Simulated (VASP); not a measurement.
# O (R-3m) in VASP: further runs, part 2 of 2

VASP 6.6.1. The steps go on from the part before.

## (4) Single point, PBEsol

This run uses another cell than the first one, of 9.90 Å³/atom.

Contents of INCAR:

```
PREC = Accurate ; ENCUT = 520
EDIFF = 1E-6 ; ISMEAR = -1
SIGMA = 0.05 ; LREAL = F
LASPH = T ; NELM = 80
ALGO = Normal ; ISIF = 2
LWAVE = F ; LCHARG = F
GGA = PS ; NBANDS = 13
```

Contents of KPOINTS:

```
regular mesh
0
Gamma
  9 9 9
```

Contents of POSCAR:

```
O
1.0
    1.2116367455      0.6995388012      3.8922800075
   -1.2116367455      0.6995388012      3.8922800075
    0.0000000000     -1.3990776023      3.8922800075
O
2
Direct
    0.0515604705      0.0515604705      0.0515604705
    0.9484395295      0.9484395295      0.9484395295
```

Potentials or basis: VASP PAW PBE potentials, release 64 (O).

Command:

```sh
$ cat potpaw_PBE.64/O/POTCAR > POTCAR
$ mpirun -np 1 vasp_std > vasp.out
```

OUTCAR:

```text
PREC = Accurate
   ENCUT = 520
   EDIFF = 1E-6
   ISMEAR = -1
   LREAL = F
   LASPH = T
   NELM = 80
   ISIF = 2
   GGA = PS

 ion  position               nearest neighbor table
   1  0.052  0.052  0.052-   2 1.20
   2  0.948  0.948  0.948-   1 1.20

  LATTYP: Found a trigonal (rhomboedric) cell.
 ALAT       =     4.1360925756
 COS(alpha) =     0.8283695403

  Lattice vectors:

 A1 = (   1.2116367455,   0.6995388012,   3.8922800075)
 A2 = (  -1.2116367455,   0.6995388012,   3.8922800075)
 A3 = (   0.0000000000,  -1.3990776023,   3.8922800075)

Analysis of symmetry for initial positions (statically):
=====================================================================
 Subroutine PRICEL returns:
 Original cell was already a primitive cell.

 Routine SETGRP: Setting up the symmetry group for a
 trigonal (rhombohedral) supercell.

 Subroutine GETGRP returns: Found 12 space group operations
 (whereof 12 operations were pure point group operations)
 out of a pool of 12 trial point group operations.

The static configuration has the point symmetry D_3d.

Analysis of symmetry for dynamics (positions and initial velocities):
=====================================================================
 Subroutine PRICEL returns:
 Original cell was already a primitive cell.

 Routine SETGRP: Setting up the symmetry group for a
 trigonal (rhombohedral) supercell.

 Subroutine GETGRP returns: Found 12 space group operations
 (whereof 12 operations were pure point group operations)
 out of a pool of 12 trial point group operations.

The dynamic configuration has the point symmetry D_3d.

 Subroutine INISYM returns: Found 12 space group operations
 (whereof 12 operations are pure point group operations),
 and found     1 'primitive' translations

----------------------------------------------------------------------------------------

[... 113 lines left out ...]
  volume/ion in A,a.u.               =       9.90        66.79
  Fermi-wavevector in a.u.,A,eV,Ry     =   1.385550  2.618309 26.119751  1.919748
  Thomas-Fermi vector in A             =   2.509949
   LORBIT       =      0    0 simple, 1 ext, 2 COOP (PROOUT), +10 PAW based schemes
   GGA     = PS    functional components
   LHFCALC =     F    Hartree Fock is set to
   AEXX    =    0.0000 exact exchange contribution
   IVDW    =     0    specifies the selected vdW correction
   LEPSILON=     F    determine dielectric tensor
   LRPA    =     F    only Hartree local field effects (RPA)
 non-spin polarized calculation
  energy-cutoff  :      520.00
  volume of cell :       19.79
 maximum number of plane-waves:       546
   NGX = 15   NGY = 15   NGZ = 15

 number of electron      11.9999998 magnetization

 Free energy of the ion-electron system (eV)
  ---------------------------------------------------
  ext. energy  EPLUGINS =         0.00000000
  ---------------------------------------------------
  free energy    TOTEN  =       -10.24685951 eV

  energy without entropy =      -10.24272805  energy(sigma->0) =      -10.24479378

 E-fermi :   1.6125     XC(G=0): -10.3678

 val. band max:        1.5886304813   @ k =   0.3333   0.1111   0.1111
 cond. band min:       1.7740451067   @ k =  -0.2222   0.2222   0.0000
 fundamental gap:      0.1854146253
 Fermi energy:         1.6125423089

 k-point     1 :       0.0000    0.0000    0.0000
  band No.  band energies     occupation
      1     -26.7147      2.00000
      2     -13.5564      2.00000
      3      -7.7356      2.00000
      4      -3.4275      2.00000
      5      -3.4275      2.00000
      6       3.1670      0.00000
      7       3.1670      0.00000
      8      12.1898      0.00000
      9      12.3533      0.00000
     10      13.8237      0.00000
     11      21.4947      0.00000
     12      27.4587      0.00000
     13      27.4587      0.00000
[... 354 lines left out ...]
  band No.  band energies     occupation
      1     -25.4837      2.00000
      2     -12.1710      2.00000
      3      -8.3055      2.00000
      4      -5.4555      2.00000
      5      -4.4367      2.00000
      6      -0.8310      2.00000
      7       2.5042      0.00000
      8      11.1656      0.00000
      9      15.8648      0.00000
     10      17.1809      0.00000
     11      19.3943      0.00000
     12      22.6518      0.00000
     13      25.4141      0.00000

 [... further k-points ...]
[... 5 lines left out ...]
  --------------------------------------------------------------------------------------
  -------------------------------------------------------------------------------------
  Total        0.2023262      0.2023262      1.9571144      0.0000000      0.0000000      0.0000000
  in kB       16.3765787     16.3765787    158.4116903      0.0000000      0.0000000      0.0000000
  external PRESSURE =      63.7216159 kB  Pullay stress =       0.0000000 kB

 VOLUME and BASIS-vectors are now :
 -----------------------------------------------------------------------------
  energy-cutoff  :      520.00
  volume of cell :       19.79
      direct lattice vectors                 reciprocal lattice vectors
     1.211636745  0.699538801  3.892280008     0.412664936  0.238252212  0.085639608
    -1.211636745  0.699538801  3.892280008    -0.412664936  0.238252212  0.085639608
     0.000000000 -1.399077602  3.892280008     0.000000000 -0.476504424  0.085639608

 POSITION                                       TOTAL-FORCE (eV/Angst)
 -----------------------------------------------------------------------------------
      0.00000      0.00000      0.60206         0.000000      0.000000      1.484091
      0.00000      0.00000     11.07478         0.000000     -0.000000     -1.484091
 -----------------------------------------------------------------------------------
    total drift:                               -0.000000     -0.000000      0.000000

  FREE ENERGIE OF THE ION-ELECTRON SYSTEM (eV)
  ---------------------------------------------------
  free  energy   TOTEN  =       -10.2468595105 eV

  energy  without entropy=      -10.2427280453  energy(sigma->0) =      -10.24479378
```

stdout:

```text
POSCAR found type information on POSCAR O
 POSCAR found :  1 types and       2 ions
 scaLAPACK will be used
 -----------------------------------------------------------------------------
|                                                                             |
|                                                                             |
|     You enforced a specific xc type in the INCAR file but a different       |
|     I HOPE YOU KNOW WHAT YOU ARE DOING!                                     |
|                                                                             |
 -----------------------------------------------------------------------------

 LDA part: xc-table for (Slater+PW92), standard interpolation
 POSCAR, INCAR and KPOINTS ok, starting setup
 FFT: planning ... GRIDC
 FFT: planning ... GRID_SOFT
 FFT: planning ... GRID
 WAVECAR not read
 entering main loop
```

Wall time 51 s (1 thread of Intel Xeon 8259CL, shared host); peak memory 0.17 GiB.

What came out:

```
Free energy            : -10.2469 eV
Pressure               : 6.4 GPa
Largest force          : 1.484 eV/Å
Band gap on the k mesh : zero (bands 6 and 7 overlap by 2.76 eV)
```

Forces in eV/Å, atoms in the order of the input:
```
O    0.000  0.000  1.484
O    0.000  0.000 -1.484
```

Caveat: the standard files for N, O and F lose accuracy on very short bonds; spin is off for a triplet molecule; the cell stands under pressure; this functional lacks dispersion, which holds the molecules together, so the pressure and a relaxed volume are unreliable; the PAW data sets were made with another functional, which shifts forces and pressure a little.

## (5) Relaxation of cell and atoms, PBEsol, target pressure 2 GPa, at which the enthalpy is minimised

This run uses another cell than the first one, of 18.13 Å³/atom.

Contents of INCAR:

```
SYSTEM = O
PREC     = Accurate       ! precision mode
ENCUT    = 600            ! plane-wave cutoff, eV
EDIFF    = 1E-6           ! SCF threshold, eV
ISMEAR   = -1             ! smearing method
SIGMA    = 0.05           ! smearing width, eV
LREAL    = .FALSE.        ! projectors in reciprocal space
LASPH    = .TRUE.         ! aspherical terms in the spheres
NELM     = 100            ! most SCF steps
ALGO     = Normal         ! electronic algorithm
ISIF     = 3              ! what is computed and relaxed
LWAVE    = .FALSE.        ! write WAVECAR
LCHARG   = .FALSE.        ! write CHGCAR
GGA      = PS             ! functional
IBRION   = 2              ! ionic algorithm
NSW      = 60             ! ionic steps
EDIFFG   = -0.01          ! ionic threshold
PSTRESS  = 20.0
```

Contents of KPOINTS:

```
Automatic mesh
0
G
  9 9 9
  0 0 0
```

Contents of POSCAR:

```
O
1.0
    1.6749479049      0.9670316238      3.7319995215
   -1.6749479049      0.9670316238      3.7319995215
    0.0000000000     -1.9340632475      3.7319995215
O
2
Direct
    0.0546147200      0.0546147200      0.0546147200
    0.9453852800      0.9453852800      0.9453852800
```

Potentials or basis: VASP PAW PBE potentials, release 64 (O).

Command:

```sh
$ cat potpaw_PBE.64/O/POTCAR > POTCAR
$ mpirun -np 1 vasp_std > vasp.out
```

OUTCAR:

```text
SYSTEM = O
   PREC = Accurate
   ENCUT = 600
   EDIFF = 1E-6
   ISMEAR = -1
   LREAL = .FALSE.
   LASPH = .TRUE.
   NELM = 100
   ISIF = 3
   GGA = PS
   IBRION = 2
   NSW = 60
   EDIFFG = -0.01
   PSTRESS = 20.0

 ion  position               nearest neighbor table
   1  0.055  0.055  0.055-   2 1.22
   2  0.945  0.945  0.945-   1 1.22

  LATTYP: Found a trigonal (rhomboedric) cell.
 ALAT       =     4.2033820995
 COS(alpha) =     0.6824333683

  Lattice vectors:

 A1 = (   1.6749479049,   0.9670316238,   3.7319995215)
 A2 = (  -1.6749479049,   0.9670316238,   3.7319995215)
 A3 = (   0.0000000000,  -1.9340632475,   3.7319995215)

Analysis of symmetry for initial positions (statically):
=====================================================================
 Subroutine PRICEL returns:
 Original cell was already a primitive cell.

 Routine SETGRP: Setting up the symmetry group for a
 trigonal (rhombohedral) supercell.

 Subroutine GETGRP returns: Found 12 space group operations
 (whereof 12 operations were pure point group operations)
 out of a pool of 12 trial point group operations.

The static configuration has the point symmetry D_3d.

Analysis of symmetry for dynamics (positions and initial velocities):
=====================================================================
 Subroutine PRICEL returns:
 Original cell was already a primitive cell.

 Routine SETGRP: Setting up the symmetry group for a
 trigonal (rhombohedral) supercell.

 Subroutine GETGRP returns: Found 12 space group operations
 (whereof 12 operations were pure point group operations)
 out of a pool of 12 trial point group operations.

The dynamic configuration has the point symmetry D_3d.

[... 110 lines left out ...]
   NUPDOWN=      -1.0000    fix difference up-down
   EMIN   =  10.00;   EMAX   =-10.00  energy-range for DOS
   EFERMI =   0.00;   METHOD = LEGACY
   ISMEAR =    -1;   SIGMA  =   0.05  broadening in eV -4-tet -1-fermi 0-gaus
   EFERMI_NEDOS =   21; number of points for ismear=-14 and -15
   IALGO  =     38    algorithm
   IMIX   =      4    mixing-type and parameters
     AMIX     =   0.40;   BMIX     =  1.00
     AMIX_MAG =   1.60;   BMIX_MAG =  1.00
  volume/ion in A,a.u.               =      18.13       122.38
  Fermi-wavevector in a.u.,A,eV,Ry     =   1.132288  2.139714 17.443710  1.282077
  Thomas-Fermi vector in A             =   2.268989
   LORBIT       =      0    0 simple, 1 ext, 2 COOP (PROOUT), +10 PAW based schemes
   GGA     = PS    functional components
   LHFCALC =     F    Hartree Fock is set to
   AEXX    =    0.0000 exact exchange contribution
   IVDW    =     0    specifies the selected vdW correction
   LEPSILON=     F    determine dielectric tensor
   LRPA    =     F    only Hartree local field effects (RPA)
 conjugate gradient relaxation of ions
 non-spin polarized calculation
  energy-cutoff  :      600.00
  volume of cell :       36.27
 maximum number of plane-waves:      1230
 NGX is ok and might be reduce to    36
   NGX = 17   NGY = 17   NGZ = 17

--------------------------------------- Ionic step        1  -------------------------------------------

 number of electron      12.0000000 magnetization

 Free energy of the ion-electron system (eV)
  ---------------------------------------------------
  ext. energy  EPLUGINS =         0.00000000
  ---------------------------------------------------
  free energy    TOTEN  =        -9.58321452 eV

  energy without entropy =       -9.54311388  energy(sigma->0) =       -9.56316420

------------------------ aborting loop because EDIFF is reached ----------------------------------------

  FORCE on cell =-STRESS in cart. coord.  units (eV):
  Direction    XX          YY          ZZ          XY          YZ          ZX
  --------------------------------------------------------------------------------------
  -------------------------------------------------------------------------------------
  Total       -0.9395849     -0.9395849      0.1134578      0.0000000      0.0000000      0.0000000
  in kB      -41.5060899    -41.5060899      5.0119903      0.0000000      0.0000000      0.0000000
  external PRESSURE =     -46.0000631 kB  Pullay stress =      20.0000000 kB
[... 1049 lines left out ...]
 k-point    24 :       0.4444    0.4444    0.0000
  band No.  band energies     occupation
      1     -24.1313      2.00000
      2     -13.9800      2.00000
      3      -7.1578      2.00000
      4      -6.0581      2.00000
      5      -4.8580      2.00000
      6      -1.5625      2.00000
      7       0.7293      0.00000
      8       7.2867      0.00000
      9      13.3703      0.00000
     10      16.2846      0.00000

 [... further k-points ...]

[... ionic steps 4 to 48 ...]

--------------------------------------- Ionic step       49  -------------------------------------------

 number of electron      12.0000000 magnetization

------------------------ aborting loop because EDIFF is reached ----------------------------------------
[... 71 lines left out ...]
--------------------------------------- Ionic step       51  -------------------------------------------

 number of electron      12.0000000 magnetization

 Free energy of the ion-electron system (eV)
  ---------------------------------------------------
  ext. energy  EPLUGINS =         0.00000000
  ---------------------------------------------------
  free energy    TOTEN  =       -10.28941635 eV

  energy without entropy =      -10.28522625  energy(sigma->0) =      -10.28732130

 E-fermi :   1.5474     XC(G=0): -10.4514

 val. band max:        1.5283569001   @ k =   0.3333   0.1111   0.1111
 cond. band min:       1.6977760182   @ k =  -0.2222   0.2222   0.0000
 fundamental gap:      0.1694191181
 Fermi energy:         1.5474031252
[... 345 lines left out ...]
  energy  without entropy=      -10.2852262468  energy(sigma->0) =      -10.28732130

  enthalpy is  TOTEN    =       -10.0440501992 eV   P V=        0.2453661515

 reached required accuracy - stopping structural energy minimisation
```

OSZICAR:

```text
N       E                     dE             d eps       ncg     rms          rms(c)
DAV:   1     0.523241563382E+02    0.52324E+02   -0.64568E+03  1716   0.117E+03
DAV:   2    -0.776289283009E+01   -0.60087E+02   -0.58670E+02  2366   0.212E+02
DAV:   3    -0.984509684821E+01   -0.20822E+01   -0.20107E+01  2034   0.417E+01
[... 385 lines left out ...]
       N       E                     dE             d eps       ncg     rms          rms(c)
DAV:   1    -0.102894196859E+02   -0.90913E-04   -0.54340E-04  1738   0.266E-01    0.138E-02
DAV:   2    -0.102894175395E+02    0.21464E-05   -0.13774E-05  1830   0.388E-02    0.749E-03
DAV:   3    -0.102894164171E+02    0.11224E-05   -0.24306E-06  1616   0.139E-02    0.135E-03
DAV:   4    -0.102894163507E+02    0.66366E-07   -0.61556E-08   858   0.325E-03
  51 F= -.10044050E+02 E0= -.10041955E+02  d E =-.144433E-05
```

Run time: 30 min. Hardware: 1 thread of Intel Xeon 8259CL, shared host; peak memory 0.23 GiB.

What came out:

```yaml
Free_energy: -10.2894 eV
Relaxed_volume: 9.83 Å³/atom
Relaxed_cell: a = 4.099 Å, b = 4.099 Å, c = 4.099 Å, α = 34.44°, β = 34.44°, γ = 34.44°
Space_group_after_relaxing_to_0.1_Å: R-3m (No. 166)
Energy_change_on_relaxing_the_run_minimises_the_enthalpy: -353.1 meV/atom
Ionic_steps: 51
Pressure_after_relaxing: 1.9 GPa
Largest_force_after_relaxing: 0.009 eV/Å
Band_gap_on_the_k_mesh: zero (bands 6 and 7 overlap by 2.73 eV)
```

Forces in eV/Å, atoms in the order of the input:
```
O    0.000  0.000  0.009
O    0.000  0.000 -0.009
```

The path:
```
step  energy change (eV)  largest force (eV/Å)  pressure (GPa)  volume (Å³)
   1              0.0000                0.2770           -2.60        36.27
   3             -0.2256                3.6839          -14.47        26.29
   5             -0.2832                3.8881          -15.48        24.72
   7             -0.3182                4.6569          -17.99        22.36
   9             -0.3429                4.6160          -17.70        21.87
  11             -0.4316                4.4414          -15.23        19.76
  13             -0.4595                4.2926          -10.00        17.87
  15             -0.5887                2.0224           -2.74        18.08
  17             -0.6121                0.5624            1.90        18.19
  19             -0.6145                0.2882            2.72        18.22
  21             -0.6293                0.1962            2.86        18.26
  23             -0.6696                0.2715            4.14        18.44
  25             -0.6845                0.7662            6.98        18.67
  27             -0.6890                0.0756            4.79        18.77
  29             -0.6912                0.0334            4.28        18.83
  31             -0.6978                0.1559            2.27        19.10
  33             -0.6988                0.1783            2.99        19.18
  35             -0.6992                0.0124            2.44        19.18
  37             -0.7021                0.0572            1.72        19.39
  39             -0.7025                0.0411            1.99        19.42
  41             -0.7032                0.0254            1.89        19.46
  43             -0.7063                0.0381            1.55        19.67
  45             -0.7063                0.0326            1.83        19.67
  47             -0.7062                0.0080            1.85        19.66
  49             -0.7062                0.0110            1.89        19.66
  51             -0.7062                0.0086            1.92        19.66
```

Final structure:
```
O
1.0
     1.21366    0.70071    3.85221
    -1.21366    0.70071    3.85221
     0.00000   -1.40141    3.85221
O
2
Direct
  0.05285 0.05285 0.05285
  0.94715 0.94715 0.94715
```

Caveat: the cell is relaxed towards a set pressure, so the run minimises the enthalpy, not the energy; the standard files for N, O and F lose accuracy on very short bonds; spin is off for a triplet molecule; the volume moved by over 15 % at a fixed basis, so the end points are rough; this functional lacks dispersion, which holds the molecules together, so the pressure and a relaxed volume are unreliable; the PAW data sets were made with another functional, which shifts forces and pressure a little.

## (6) The runs side by side

| task | cell | cutoff (eV) | gap on the mesh (eV) | pressure (GPa) | largest force (eV/Å) |
| --- | --- | --- | --- | --- | --- |
| single point | a = 3.796 Å, angles 36.2°, 2 atoms, atomic positions A | 520 | none | 15.3 | 1.53 |
| single point | a = 3.947 Å, angles 35.3°, 2 atoms, atomic positions B | 520 | none | 9.7 | 1.50 |
| single point | a = 4.136 Å, angles 34.1°, 2 atoms, atomic positions C | 520 | none | 6.4 | 1.48 |
| relaxation of cell and atoms | relaxed to 2 GPa from a = 4.203 Å, angles 47.0°, 2 atoms, atomic positions B | 600 | none | 1.9 | 0.01 |

Alike in all rows: level PBEsol; potentials or basis VASP PAW PBE potentials, release 64 (O); no spin polarisation; k mesh 9 × 9 × 9; smearing fermi-dirac 0.05 eV.

Caveats: the standard files for N, O and F lose accuracy on very short bonds; spin is off for a triplet molecule; this functional lacks dispersion, which holds the molecules together, so the pressure and a relaxed volume are unreliable; the PAW data sets were made with another functional, which shifts forces and pressure a little; the cell stands under pressure (at least some runs); the cell is relaxed towards a set pressure, so the run minimises the enthalpy, not the energy (at least some runs); the volume moved by over 15 % at a fixed basis, so the end points are rough (at least some runs).

Total energies depend on the potentials used, so only differences within one code and one set of settings carry meaning.
